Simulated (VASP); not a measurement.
# BN (Cm) in VASP: single point with PBEsol

Aim: the single point of BN with PBEsol.

Everything below comes from runs of VASP 6.6.1. Logs are shortened: lines on timing, memory, paths and dates and some standing lists are left out, and cuts for length are marked.

### Step 1. The cell of the first run

Symmetry: Cm, No. 8, monoclinic system. The conventional cell has a = 4.401 Å, b = 2.541 Å, c = 12.615 Å, α = 90.00°, β = 91.67°, γ = 90.00°. Within 2.1 Å of B (site symmetry m) lie 4 N at 1.56 to 1.62 Å. Within 2.1 Å of B (site symmetry m) lie 4 N at 1.56 to 1.57 Å. Within 2.1 Å of B (site symmetry m) lie 4 N at 1.56 to 1.57 Å. Within 2.1 Å of B (site symmetry m) lie 4 N at 1.56 to 1.57 Å. Within 2.1 Å of B (site symmetry m) lie 4 N at 1.56 to 1.57 Å. Within 2.1 Å of B (site symmetry m) lie 4 N at 1.56 to 1.57 Å. N (site symmetry m) has 4 B at 1.56 to 1.62 Å within 2.1 Å. N (site symmetry m) has 4 B at 1.56 to 1.57 Å within 2.1 Å.

### Step 2. Single point, PBEsol

File INCAR:

```
SYSTEM = BN
PREC = Accurate
ENCUT = 600
EDIFF = 1E-6
ISMEAR = 0
SIGMA = 0.05
LREAL = .FALSE.
LASPH = .TRUE.
NELM = 120
ALGO = Normal
ISIF = 2
LWAVE = .FALSE.
LCHARG = .TRUE.
GGA = PS
LELF = .TRUE.
LVHAR = .TRUE.
NBANDS = 36
GGA_COMPAT = .FALSE.
```

File KPOINTS:

```
Automatic mesh
0
G
  10 10 2
  0 0 0
```

File POSCAR:

```
BN
1.0
   -2.5410113134      0.0000000000      0.0000000000
   -1.2705056567     -2.2005803487      0.0000000000
   -3.4940176065     -2.0172720057     12.6098865131
B N
6 6
Direct
    0.6094239475      0.6094239475      0.0624443320
    0.3038572809      0.3038572809      0.3957776653
   -0.0017093858     -0.0017093858      0.7291109987
   -0.4878260525     -0.4878260525      0.8957776653
    0.1233072809      0.1233072809      0.2291109987
   -0.1822593858     -0.1822593858      0.5624443320
   -0.1928517275     -0.1928517275      0.9376223347
    0.4182816058      0.4182816058      0.2709556680
    0.1127149391      0.1127149391      0.6042890013
   -0.3734017275     -0.3734017275      0.7709556680
    0.2377316058      0.2377316058      0.1042890013
   -0.0678350609     -0.0678350609      0.4376223347
```

Potentials or basis: VASP PAW PBE potentials, release 64 (B, N).

Launch:

```console
cat potpaw_PBE.64/B/POTCAR potpaw_PBE.64/N/POTCAR > POTCAR
mpirun -np 1 vasp_std > vasp.out
```

OUTCAR:

```text
SYSTEM = BN
   PREC = Accurate
   ENCUT = 600
   EDIFF = 1E-6
   ISMEAR = 0
   LREAL = .FALSE.
   LASPH = .TRUE.
   NELM = 120
   ISIF = 2
   GGA = PS

 ion  position               nearest neighbor table
   1  0.609  0.609  0.062-  11 1.56  11 1.56  11 1.56   7 1.62
   2  0.304  0.304  0.396-  12 1.56  12 1.56  12 1.56   8 1.57
   3  0.998  0.998  0.729-  10 1.56  10 1.56  10 1.56   9 1.57
   4  0.512  0.512  0.896-   7 1.56   7 1.56   7 1.56  10 1.57
   5  0.123  0.123  0.229-   8 1.56   8 1.56   8 1.56  11 1.57
   6  0.818  0.818  0.562-   9 1.56   9 1.56   9 1.56  12 1.57
   7  0.807  0.807  0.938-   4 1.56   4 1.56   4 1.56   1 1.62
   8  0.418  0.418  0.271-   5 1.56   5 1.56   5 1.56   2 1.57
   9  0.113  0.113  0.604-   6 1.56   6 1.56   6 1.56   3 1.57
  10  0.627  0.627  0.771-   3 1.56   3 1.56   3 1.56   4 1.57
  11  0.238  0.238  0.104-   1 1.56   1 1.56   1 1.56   5 1.57
  12  0.932  0.932  0.438-   2 1.56   2 1.56   2 1.56   6 1.57

  LATTYP: Found a base centered monoclinic cell.
 ALAT       =     4.4011606974
 B/A-ratio  =     0.5773502692
 C/A-ratio  =     2.8663381584
 COS(beta)  =    -0.0290614699

  Lattice vectors:

 A1 = (  -2.5410113134,   0.0000000000,   0.0000000000)
 A2 = (  -1.2705056567,  -2.2005803487,   0.0000000000)
 A3 = (   0.3174993636,   0.1833083430,  12.6098865131)

Analysis of symmetry for initial positions (statically):
=====================================================================
 Subroutine PRICEL returns:
 Original cell was already a primitive cell.

 Routine SETGRP: Setting up the symmetry group for a
 base centered monoclinic supercell.

 Subroutine GETGRP returns: Found  2 space group operations
 (whereof  2 operations were pure point group operations)
 out of a pool of  4 trial point group operations.

The static configuration has the point symmetry C_1h.

Analysis of symmetry for dynamics (positions and initial velocities):
=====================================================================
 Subroutine PRICEL returns:
 Original cell was already a primitive cell.

 Routine SETGRP: Setting up the symmetry group for a
 base centered monoclinic supercell.

 Subroutine GETGRP returns: Found  2 space group operations
 (whereof  2 operations were pure point group operations)
 out of a pool of  4 trial point group operations.

The dynamic configuration has the point symmetry C_1h.

 Subroutine INISYM returns: Found  2 space group operations
 (whereof  2 operations are pure point group operations),
 and found     1 'primitive' translations

----------------------------------------------------------------------------------------

                                     Primitive cell

  volume of cell :      70.5107

  direct lattice vectors                    reciprocal lattice vectors
    -2.541011313  0.000000000  0.000000000    -0.393544096  0.227212790 -0.072696927
    -1.270505657 -2.200580349  0.000000000     0.000000000 -0.454425579 -0.072696927
    -3.494017606 -2.017272006 12.609886513     0.000000000  0.000000000  0.079302855

  length of vectors
     2.541011313  2.541011313 13.239591506     0.460203705  0.460203705  0.079302855

  position of ions in fractional coordinates (direct lattice)
     0.609423947  0.609423947  0.062444332
     0.303857281  0.303857281  0.395777665
     0.998290614  0.998290614  0.729110999
     0.512173948  0.512173948  0.895777665
     0.123307281  0.123307281  0.229110999
     0.817740614  0.817740614  0.562444332
     0.807148273  0.807148273  0.937622335
     0.418281606  0.418281606  0.270955668
     0.112714939  0.112714939  0.604289001
     0.626598272  0.626598272  0.770955668
     0.237731606  0.237731606  0.104289001
     0.932164939  0.932164939  0.437622335

  ion indices of the primitive-cell ions
   primitive index   ion index
                 1           1
                 2           2
                 3           3
                 4           4
                 5           5
                 6           6
                 7           7
                 8           8
                 9           9
                10          10
                11          11
                12          12

----------------------------------------------------------------------------------------

 KPOINTS: Automatic mesh

Automatic generation of k-mesh.
 Grid dimensions read from file:
 generate k-points for:   10   10    2

 Generating k-lattice:

  Cartesian coordinates                     Fractional coordinates (reciprocal lattice)
    -0.039354410  0.022721279 -0.007269693     0.100000000  0.000000000  0.000000000
     0.000000000 -0.045442558 -0.007269693     0.000000000  0.100000000  0.000000000
     0.000000000  0.000000000  0.039651427     0.000000000  0.000000000  0.500000000

  Length of vectors
     0.046020371  0.046020371  0.039651427

  Shift w.r.t. Gamma in fractional coordinates (k-lattice)
     0.000000000  0.000000000  0.000000000

 Subroutine IBZKPT returns following result:
 ===========================================

 Found     62 irreducible k-points:

 Following reciprocal coordinates:
            Coordinates               Weight
  0.000000  0.000000  0.000000      1.000000
  0.100000  0.000000  0.000000      4.000000
  0.200000  0.000000  0.000000      4.000000
  0.300000 -0.000000  0.000000      4.000000
  0.400000  0.000000  0.000000      4.000000
  0.500000  0.000000 -0.000000      2.000000
[... 16 lines left out ...]
  0.300000  0.300000 -0.000000      2.000000
  0.400000  0.300000  0.000000      4.000000
 [... further k-points ...]
   k-points           NKPTS =     62   k-points in BZ     NKDIM =     62   number of bands    NBANDS=     36
   number of dos      NEDOS =    301   number of ions     NIONS =     12
   total plane-waves  NPLWV =  43200
   dimension x,y,z NGX =    20 NGY =   20 NGZ =  108
   dimension x,y,z NGXF=    40 NGYF=   40 NGZF=  216
   ions per type =               6   6
   NGX,Y,Z   is equivalent  to a cutoff of  13.09, 13.09, 13.56 a.u.
   NGXF,Y,Z  is equivalent  to a cutoff of  26.17, 26.17, 27.12 a.u.
 SYSTEM =  BN
   PREC   = accura    normal or accurate (medium, high low for compatibility)
   ISTART =      0    job   : 0-new  1-cont  2-samecut
   ICHARG =      2    charge: 1-file 2-atom 10-const
   ISPIN  =      1    spin polarized calculation?
   LNONCOLLINEAR =      F non collinear calculations
   LSORBIT =      F    spin-orbit coupling
   LASPH  =      T    aspherical Exc in radial PAW
   ENCUT  =  600.0 eV  44.10 Ry    6.64 a.u.   5.08  5.08 26.44*2*pi/ulx,y,z
   NELM   =    120;   NELMIN=  2; NELMDL= -5     # of ELM steps
   EDIFF  = 0.1E-05   stopping-criterion for ELM
   LREAL  =      F    real-space projection
   EDIFFG = 0.1E-04   stopping-criterion for IOM
   NSW    =      0    number of steps for IOM
   IBRION =     -1    ionic relax: 0-MD 1-quasi-New 2-CG
   NFREE  =      0    steps in history (QN), initial steepest desc. (CG)
   ISIF   =      2    stress and relaxation
   ISYM   =      2    0-nonsym 1-usesym 2-fastsym
   POTIM  = 0.5000    time-step for ionic-motion
   TEBEG  =    0.0;   TEEND  =   0.0 temperature during run
   PSTRESS=    0.0 pullay stress
   NELECT =      48.0000    total number of electrons
   NUPDOWN=      -1.0000    fix difference up-down
   EMIN   =  10.00;   EMAX   =-10.00  energy-range for DOS
   EFERMI =   0.00;   METHOD = LEGACY
   ISMEAR =     0;   SIGMA  =   0.05  broadening in eV -4-tet -1-fermi 0-gaus
   EFERMI_NEDOS =   21; number of points for ismear=-14 and -15
   IALGO  =     38    algorithm
   IMIX   =      4    mixing-type and parameters
     AMIX     =   0.40;   BMIX     =  1.00
     AMIX_MAG =   1.60;   BMIX_MAG =  1.00
  volume/ion in A,a.u.               =       5.88        39.65
  Fermi-wavevector in a.u.,A,eV,Ry     =   1.440136  2.721463 28.218379  2.073992
  Thomas-Fermi vector in A             =   2.558914
   LORBIT       =      0    0 simple, 1 ext, 2 COOP (PROOUT), +10 PAW based schemes
   GGA     = PS    functional components
   LHFCALC =     F    Hartree Fock is set to
   AEXX    =    0.0000 exact exchange contribution
   IVDW    =     0    specifies the selected vdW correction
   LEPSILON=     F    determine dielectric tensor
   LRPA    =     F    only Hartree local field effects (RPA)
 non-spin polarized calculation
 Gauss-broadening in eV      SIGMA  =   0.05
  energy-cutoff  :      600.00
  volume of cell :       70.51
 maximum number of plane-waves:      2380
   NGX = 11   NGY = 11   NGZ = 53

 number of electron      47.9999997 magnetization

 Free energy of the ion-electron system (eV)
  ---------------------------------------------------
  ext. energy  EPLUGINS =         0.00000000
  ---------------------------------------------------
  free energy    TOTEN  =      -109.53534867 eV

  energy without entropy =     -109.53534867  energy(sigma->0) =     -109.53534867

 E-fermi :   7.8888     XC(G=0): -13.0380

 val. band max:        7.6407851030   @ k =   0.0000   0.0000   0.0000
 cond. band min:      12.6896127925   @ k =  -0.4000   0.3000   0.0000
 fundamental gap:      5.0488276894
 Fermi energy:         7.8888225860

 k-point     1 :       0.0000    0.0000    0.0000
  band No.  band energies     occupation
      1     -12.9012      2.00000
      2     -12.2478      2.00000
      3     -12.2126      2.00000
      4     -10.3880      2.00000
      5     -10.3496      2.00000
      6      -8.6623      2.00000
[... 28 lines left out ...]
     35      17.1531      0.00000
     36      17.5332      0.00000
[... 866 lines left out ...]
      6      -7.2215      2.00000
[... 28 lines left out ...]
     35      19.2465      0.00000
     36      19.5214      0.00000

 [... further k-points ...]

------------------------ aborting loop because EDIFF is reached ----------------------------------------

  FORCE on cell =-STRESS in cart. coord.  units (eV):
  Direction    XX          YY          ZZ          XY          YZ          ZX
  --------------------------------------------------------------------------------------
  -------------------------------------------------------------------------------------
  Total       -0.5236226      0.3005439      0.4168356     -0.7137491     -1.7950501     -3.1091181
  in kB      -11.8979993      6.8290994      9.4715355    -16.2181432    -40.7879754    -70.6468484
  external PRESSURE =       1.4675452 kB  Pullay stress =       0.0000000 kB

 VOLUME and BASIS-vectors are now :
 -----------------------------------------------------------------------------
  energy-cutoff  :      600.00
  volume of cell :       70.51
      direct lattice vectors                 reciprocal lattice vectors
    -2.541011313  0.000000000  0.000000000    -0.393544096  0.227212790 -0.072696927
    -1.270505657 -2.200580349  0.000000000     0.000000000 -0.454425579 -0.072696927
    -3.494017606 -2.017272006 12.609886513     0.000000000  0.000000000  0.079302855

 POSITION                                       TOTAL-FORCE (eV/Angst)
 -----------------------------------------------------------------------------------
     -2.54101     -1.46705      0.78742        -1.557173     -0.899034     -0.096777
     -2.54101     -1.46705      4.99071         0.000317      0.000183      0.030854
     -6.35253     -3.66763      9.19401         0.014564      0.008408      0.033407
     -5.08202     -2.93411     11.29565         0.184674      0.106622      0.001987
     -1.27051     -0.73353      2.88906        -0.072845     -0.042057      0.057072
     -5.08202     -2.93411      7.09236         0.000772      0.000446      0.029927
     -6.35253     -3.66763     11.82331         1.373651      0.793078      0.035422
     -2.54101     -1.46705      3.41672        -0.000800     -0.000462     -0.027182
     -2.54101     -1.46705      7.62002         0.001440      0.000831     -0.031452
     -5.08202     -2.93411      9.72166         0.083792      0.048377     -0.068928
     -1.27051     -0.73353      1.31507        -0.027706     -0.015996      0.065534
     -5.08202     -2.93411      5.51837        -0.000686     -0.000396     -0.029863
 -----------------------------------------------------------------------------------
    total drift:                               -0.000011     -0.000007      0.000323

  FREE ENERGIE OF THE ION-ELECTRON SYSTEM (eV)
  ---------------------------------------------------
  free  energy   TOTEN  =      -109.5353486670 eV

  energy  without entropy=     -109.5353486670  energy(sigma->0) =     -109.53534867
```

Wall time 6.9 min (1 thread of Intel Xeon 8259CL, shared host); peak memory 0.28 GiB.

Results:

* Free energy: -109.5353 eV
* Pressure: 0.1 GPa
* Largest force: 1.801 eV/Å
* Band gap on the k mesh: 5.05 eV (least direct gap 7.47 eV)

Forces on the atoms (eV/Å):
```
B   -1.557 -0.899 -0.097
B    0.000  0.000  0.031
B    0.015  0.008  0.033
B    0.185  0.107  0.002
B   -0.073 -0.042  0.057
B    0.001  0.000  0.030
N    1.374  0.793  0.035
N   -0.001  0.000 -0.027
N    0.001  0.001 -0.031
N    0.084  0.048 -0.069
N   -0.028 -0.016  0.066
N   -0.001  0.000 -0.030
```

Stress tensor (GPa, compression positive):
```
-1.19 -1.62 -7.06
-1.62  0.68 -4.08
-7.06 -4.08  0.95
```

Caveat: the PAW data sets were made with another functional, which shifts forces and pressure a little. A k mesh can miss the band edges.
